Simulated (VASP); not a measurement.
# SnPb2S3 (P-3m1) in VASP: a series of runs

SnPb2S3 is run at these levels: PBE; tasks: single point.

Program: VASP 6.6.1. These are calculated values, not measurements. Logs are shortened: lines on timing, memory, paths and dates and some standing lists are left out, and cuts for length are marked.

### 1 The cell of the first run

It takes space group P-3m1 (No. 164, trigonal). Conventional cell: a = 4.233 Å, b = 4.233 Å, c = 10.368 Å, α = 90.00°, β = 90.00°, γ = 120.00°. Sn (site symmetry -3m) has 6 S at 2.99 Å within 3.9 Å. Within 3.9 Å of Pb (site symmetry 3m) lie 6 S at 2.99 Å. Within 3.9 Å of S (site symmetry 3m) lie 3 Pb at 2.99 Å and 3 Sn at 2.99 Å. S (site symmetry -3m) has 6 Pb at 2.99 Å within 3.9 Å.

### 2 Single point, PBE

Input file INCAR:

```
SYSTEM = SnPb2S3
PREC = Accurate
ENCUT = 520
EDIFF = 1E-7
ISMEAR = 0
SIGMA = 0.1
LREAL = .False.
LASPH = .True.
NELM = 60
ALGO = Normal
ISIF = 2
LWAVE = .False.
LCHARG = .False.
GGA = PE
NBANDS = 39
```

Input file KPOINTS:

```
Automatic mesh
0
Gamma
  6 6 2
  0 0 0
```

Input file POSCAR:

```
SnPb2S3
1.0
    4.2328300000      0.0000000000      0.0000000000
   -2.1164150000      3.6657383100      0.0000000000
    0.0000000000      0.0000000000     10.3682736600
Sn Pb S
1 2 3
Direct
    0.0000000000      0.0000000000      0.0000000000
    0.6666666700      0.3333333300      0.3333333300
    0.3333333300      0.6666666700      0.6666666700
    0.3333333300      0.6666666700      0.1666666700
    0.0000000000      0.0000000000      0.5000000000
    0.6666666700      0.3333333300      0.8333333300
```

Potentials or basis: VASP PAW PBE potentials, release 64 (Sn_d, Pb_d, S).

Started as:

```sh
$ cat potpaw_PBE.64/Sn_d/POTCAR potpaw_PBE.64/Pb_d/POTCAR potpaw_PBE.64/S/POTCAR > POTCAR
$ mpirun -np 1 vasp_std > vasp.out
```

OUTCAR:

```text
SYSTEM = SnPb2S3
   PREC = Accurate
   ENCUT = 520
   EDIFF = 1E-7
   ISMEAR = 0
   LREAL = .False.
   LASPH = .True.
   NELM = 60
   ISIF = 2
   GGA = PE

 ion  position               nearest neighbor table
   1  0.000  0.000  0.000-   4 2.99   6 2.99   6 2.99   4 2.99   6 2.99   4 2.99
   2  0.667  0.333  0.333-   4 2.99   4 2.99   5 2.99   4 2.99   5 2.99   5 2.99
   3  0.333  0.667  0.667-   6 2.99   6 2.99   5 2.99   6 2.99   5 2.99   5 2.99
   4  0.333  0.667  0.167-   2 2.99   2 2.99   1 2.99   2 2.99   1 2.99   1 2.99
   5  0.000  0.000  0.500-   2 2.99   3 2.99   2 2.99   3 2.99   2 2.99   3 2.99
   6  0.667  0.333  0.833-   3 2.99   3 2.99   1 2.99   3 2.99   1 2.99   1 2.99

  LATTYP: Found a hexagonal cell.
 ALAT       =     4.2328300000
 C/A-ratio  =     2.4494897409

  Lattice vectors:

 A1 = (   4.2328300000,   0.0000000000,   0.0000000000)
 A2 = (  -2.1164150000,   3.6657383100,   0.0000000000)
 A3 = (   0.0000000000,   0.0000000000,  10.3682736600)

Analysis of symmetry for initial positions (statically):
=====================================================================
 Subroutine PRICEL returns:
 Original cell was already a primitive cell.

 Routine SETGRP: Setting up the symmetry group for a
 hexagonal supercell.

 Subroutine GETGRP returns: Found 12 space group operations
 (whereof 12 operations were pure point group operations)
 out of a pool of 24 trial point group operations.

The static configuration has the point symmetry D_3d.

Analysis of symmetry for dynamics (positions and initial velocities):
=====================================================================
 Subroutine PRICEL returns:
 Original cell was already a primitive cell.

 Routine SETGRP: Setting up the symmetry group for a
 hexagonal supercell.

 Subroutine GETGRP returns: Found 12 space group operations
 (whereof 12 operations were pure point group operations)
 out of a pool of 24 trial point group operations.

The dynamic configuration has the point symmetry D_3d.

 Subroutine INISYM returns: Found 12 space group operations
 (whereof 12 operations are pure point group operations),
 and found     1 'primitive' translations

----------------------------------------------------------------------------------------

                                     Primitive cell

  volume of cell :     160.8788

  direct lattice vectors                    reciprocal lattice vectors
     4.232830000  0.000000000  0.000000000     0.236248562  0.136398171  0.000000000
    -2.116415000  3.665738310  0.000000000     0.000000000  0.272796342  0.000000000
     0.000000000  0.000000000 10.368273660     0.000000000  0.000000000  0.096448072
[... 87 lines left out ...]
   ISIF   =      2    stress and relaxation
   ISYM   =      2    0-nonsym 1-usesym 2-fastsym
   POTIM  = 0.5000    time-step for ionic-motion
   TEBEG  =    0.0;   TEEND  =   0.0 temperature during run
   PSTRESS=    0.0 pullay stress
   NELECT =      60.0000    total number of electrons
   NUPDOWN=      -1.0000    fix difference up-down
   EMIN   =  10.00;   EMAX   =-10.00  energy-range for DOS
   EFERMI =   0.00;   METHOD = LEGACY
   ISMEAR =     0;   SIGMA  =   0.10  broadening in eV -4-tet -1-fermi 0-gaus
   EFERMI_NEDOS =   21; number of points for ismear=-14 and -15
   IALGO  =     38    algorithm
   IMIX   =      4    mixing-type and parameters
     AMIX     =   0.40;   BMIX     =  1.00
     AMIX_MAG =   1.60;   BMIX_MAG =  1.00
  volume/ion in A,a.u.               =      26.81       180.94
  Fermi-wavevector in a.u.,A,eV,Ry     =   1.178399  2.226851 18.893377  1.388624
  Thomas-Fermi vector in A             =   2.314729
   LORBIT       =      0    0 simple, 1 ext, 2 COOP (PROOUT), +10 PAW based schemes
   GGA     = PE    functional components
   LHFCALC =     F    Hartree Fock is set to
   AEXX    =    0.0000 exact exchange contribution
   IVDW    =     0    specifies the selected vdW correction
   LEPSILON=     F    determine dielectric tensor
   LRPA    =     F    only Hartree local field effects (RPA)
 non-spin polarized calculation
 Gauss-broadening in eV      SIGMA  =   0.10
  energy-cutoff  :      520.00
  volume of cell :      160.88
 maximum number of plane-waves:      4356
 NGX is ok and might be reduce to    32
   NGX = 15   NGY = 15   NGZ = 39

 number of electron      59.9999997 magnetization

 Free energy of the ion-electron system (eV)
  ---------------------------------------------------
  ext. energy  EPLUGINS =         0.00000000
  ---------------------------------------------------
  free energy    TOTEN  =       -26.26733397 eV

  energy without entropy =      -26.26558524  energy(sigma->0) =      -26.26645960

 E-fermi :   5.6859     XC(G=0):  -9.4966

 val. band max:        5.5733804585   @ k =   0.5000  -0.0000   0.5000
 cond. band min:       5.7989104298   @ k =   0.0000   0.0000   0.5000
 fundamental gap:      0.2255299713
 Fermi energy:         5.6859220707

 k-point     1 :       0.0000    0.0000    0.0000
  band No.  band energies     occupation
      1     -16.0467      2.00000
      2     -16.0454      2.00000
      3     -16.0454      2.00000
      4     -16.0356      2.00000
      5     -16.0356      2.00000
      6     -11.3832      2.00000
[... 577 lines left out ...]
     38       9.7397      0.00000
     39       9.8621      0.00000

------------------------ aborting loop because EDIFF is reached ----------------------------------------

  FORCE on cell =-STRESS in cart. coord.  units (eV):
  Direction    XX          YY          ZZ          XY          YZ          ZX
  --------------------------------------------------------------------------------------
  -------------------------------------------------------------------------------------
  Total       -0.6901305     -0.6901305     -0.6862051     -0.0000000      0.0000000      0.0000000
  in kB       -6.8729477     -6.8729477     -6.8338556     -0.0000000      0.0000000      0.0000000
  external PRESSURE =      -6.8599170 kB  Pullay stress =       0.0000000 kB

 VOLUME and BASIS-vectors are now :
 -----------------------------------------------------------------------------
  energy-cutoff  :      520.00
  volume of cell :      160.88
      direct lattice vectors                 reciprocal lattice vectors
     4.232830000  0.000000000  0.000000000     0.236248562  0.136398171  0.000000000
    -2.116415000  3.665738310  0.000000000     0.000000000  0.272796342  0.000000000
     0.000000000  0.000000000 10.368273660     0.000000000  0.000000000  0.096448072

 POSITION                                       TOTAL-FORCE (eV/Angst)
 -----------------------------------------------------------------------------------
      0.00000      0.00000      0.00000         0.000000      0.000000      0.000000
      2.11642      1.22191      3.45609         0.000000     -0.000000     -0.034515
     -0.00000      2.44383      6.91218         0.000000      0.000000      0.034515
     -0.00000      2.44383      1.72805        -0.000000     -0.000000     -0.293247
      0.00000      0.00000      5.18414         0.000000      0.000000      0.000000
      2.11642      1.22191      8.64023        -0.000000      0.000000      0.293247
 -----------------------------------------------------------------------------------
    total drift:                                0.000000     -0.000000     -0.000000

  FREE ENERGIE OF THE ION-ELECTRON SYSTEM (eV)
  ---------------------------------------------------
  free  energy   TOTEN  =       -26.2673339714 eV

  energy  without entropy=      -26.2655852375  energy(sigma->0) =      -26.26645960
```

Wall time 70 s (1 thread of Intel Xeon Platinum 8259CL at 2.50GHz (Skylake/Cascade Lake), shared host); peak memory 0.31 GiB.

Results:

```yaml
Free_energy: -26.2673 eV
Pressure: -0.7 GPa
Largest_force: 0.293 eV/Å
Band_gap_on_the_k_mesh: 0.23 eV
```

Forces in eV/Å, atoms in the order of the input:
```
Sn   0.000  0.000  0.000
Pb   0.000  0.000 -0.035
Pb   0.000  0.000  0.035
S    0.000  0.000 -0.293
S    0.000  0.000  0.000
S    0.000  0.000  0.293
```

Levels at points of the mesh, in eV from the valence-band top:
```csv
k point,band 27,band 28,band 29,band 30,band 31,band 32,band 33,band 34
"(0.00, 0.00, 0.00)",-1.96,-1.96,-0.91,-0.67,1.25,1.46,2.21,2.21
"(0.50, 0.00, 0.00)",-2.46,-2.40,-1.56,-1.27,1.57,1.64,2.58,2.75
"(0.00, 0.00, 0.50)",-1.89,-1.73,-1.61,0.00,0.23,1.74,1.74,3.07
"(0.50, 0.00, 0.50)",-2.79,-1.90,-1.90,0.00,0.23,1.75,1.75,3.49
```

Caveat: spin-orbit coupling is left out, which moves the levels of the heavy elements.

### 3 Single point, PBE

This run uses another cell than the first one, of 26.44 Å³/atom.

Input file INCAR:

```
SYSTEM = SnPb2S3
PREC = Accurate
ENCUT = 520
EDIFF = 1E-6
ISMEAR = 0
SIGMA = 0.01
LREAL = .False.
LASPH = .True.
NELM = 80
ALGO = Normal
ISIF = 2
LWAVE = .False.
LCHARG = .True.
GGA = PE
LELF = .True.
LVHAR = .True.
NBANDS = 39
```

Input file KPOINTS:

```
Automatic mesh
0
Gamma
  12 12 4
  0 0 0
```

Input file POSCAR:

```
SnPb2S3
1.0
    4.2127466248      0.0000000000      0.0000000000
   -2.1063733124      3.6483455967      0.0000000000
    0.0000000000      0.0000000000     10.3226558831
Sn Pb S
1 2 3
Direct
    0.0000000000      0.0000000000      0.0000000000
    0.6666666667      0.3333333333      0.3304728936
    0.3333333333      0.6666666667      0.6695271064
    0.3333333333      0.6666666667      0.1598004356
    0.0000000000      0.0000000000      0.5000000000
    0.6666666667      0.3333333333      0.8401995644
```

Potentials or basis: VASP PAW PBE potentials, release 64 (Sn_d, Pb_d, S).

Started as:

```sh
$ cat potpaw_PBE.64/Sn_d/POTCAR potpaw_PBE.64/Pb_d/POTCAR potpaw_PBE.64/S/POTCAR > POTCAR
$ mpirun -np 1 vasp_std > vasp.out
```

OUTCAR:

```text
SYSTEM = SnPb2S3
   PREC = Accurate
   ENCUT = 520
   EDIFF = 1E-6
   ISMEAR = 0
   LREAL = .False.
   LASPH = .True.
   NELM = 80
   ISIF = 2
   GGA = PE

 ion  position               nearest neighbor table
   1  0.000  0.000  0.000-   4 2.94   6 2.94   4 2.94   6 2.94   6 2.94   4 2.94
   2  0.667  0.333  0.330-   5 3.00   5 3.00   5 3.00   4 3.00   4 3.00   4 3.00
   3  0.333  0.667  0.670-   5 3.00   5 3.00   5 3.00   6 3.00   6 3.00   6 3.00
   4  0.333  0.667  0.160-   1 2.94   1 2.94   1 2.94   2 3.00   2 3.00   2 3.00
   5  0.000  0.000  0.500-   2 3.00   3 3.00   3 3.00   2 3.00   2 3.00   3 3.00
   6  0.667  0.333  0.840-   1 2.94   1 2.94   1 2.94   3 3.00   3 3.00   3 3.00

[... 1215 lines left out ...]
  Total       -0.0778835     -0.0778835     -0.0772613      0.0000000      0.0000000      0.0000000
  in kB       -0.7865082     -0.7865082     -0.7802251      0.0000000      0.0000000      0.0000000
  external PRESSURE =      -0.7844138 kB  Pullay stress =       0.0000000 kB

 VOLUME and BASIS-vectors are now :
 -----------------------------------------------------------------------------
  energy-cutoff  :      520.00
  volume of cell :      158.65
      direct lattice vectors                 reciprocal lattice vectors
     4.212746625  0.000000000  0.000000000     0.237374827  0.137048420  0.000000000
    -2.106373312  3.648345597  0.000000000     0.000000000  0.274096840  0.000000000
     0.000000000  0.000000000 10.322655883     0.000000000  0.000000000  0.096874294

 POSITION                                       TOTAL-FORCE (eV/Angst)
 -----------------------------------------------------------------------------------
      0.00000      0.00000      0.00000        -0.000000      0.000000      0.000000
      2.10637      1.21612      3.41136        -0.000000     -0.000000     -0.000003
     -0.00000      2.43223      6.91130         0.000000      0.000000      0.000003
     -0.00000      2.43223      1.64956         0.000000     -0.000000      0.001707
      0.00000      0.00000      5.16133        -0.000000      0.000000      0.000000
      2.10637      1.21612      8.67309         0.000000      0.000000     -0.001707
 -----------------------------------------------------------------------------------
    total drift:                                0.000000     -0.000000     -0.000000

  FREE ENERGIE OF THE ION-ELECTRON SYSTEM (eV)
  ---------------------------------------------------
  free  energy   TOTEN  =       -26.2953980921 eV

  energy  without entropy=      -26.2953980921  energy(sigma->0) =      -26.29539809
```

OSZICAR:

```text
N       E                     dE             d eps       ncg     rms          rms(c)
DAV:   1     0.676838267917E+03    0.67684E+03   -0.27412E+04  5459   0.176E+03
DAV:   2     0.772508332700E+02   -0.59959E+03   -0.58130E+03  5404   0.506E+02
DAV:   3    -0.209458594980E+02   -0.98197E+02   -0.94430E+02  6892   0.201E+02
DAV:   4    -0.273803822521E+02   -0.64345E+01   -0.63602E+01  6468   0.526E+01
DAV:   5    -0.276840750409E+02   -0.30369E+00   -0.30328E+00  7804   0.121E+01    0.814E+00
DAV:   6    -0.262635982368E+02    0.14205E+01   -0.29835E+00  7457   0.969E+00    0.530E+00
DAV:   7    -0.262885947199E+02   -0.24996E-01   -0.64948E-01  6260   0.284E+00    0.310E+00
DAV:   8    -0.262994234223E+02   -0.10829E-01   -0.77311E-02  7241   0.222E+00    0.753E-01
DAV:   9    -0.262945623068E+02    0.48611E-02   -0.15067E-02  7357   0.946E-01    0.134E-01
DAV:  10    -0.262953162107E+02   -0.75390E-03   -0.20467E-03  6414   0.197E-01    0.721E-02
DAV:  11    -0.262953930257E+02   -0.76815E-04   -0.16600E-04  7169   0.981E-02    0.211E-02
DAV:  12    -0.262953963916E+02   -0.33658E-05   -0.17431E-05  6295   0.221E-02    0.145E-02
DAV:  13    -0.262953979525E+02   -0.15609E-05   -0.59373E-06  5844   0.206E-02    0.552E-03
DAV:  14    -0.262953980921E+02   -0.13963E-06   -0.64641E-07  3531   0.520E-03
   1 F= -.26295398E+02 E0= -.26295398E+02  d E =-.511366E-16
```

It took 5.1 min on 1 thread of Intel Xeon Platinum 8259CL at 2.50GHz (Skylake/Cascade Lake), shared host; peak memory 0.52 GiB.

Results:

- Free energy: -26.2954 eV
- Pressure: -0.1 GPa
- Band gap on the k mesh: 0.15 eV

Caveat: spin-orbit coupling is left out, which moves the levels of the heavy elements.
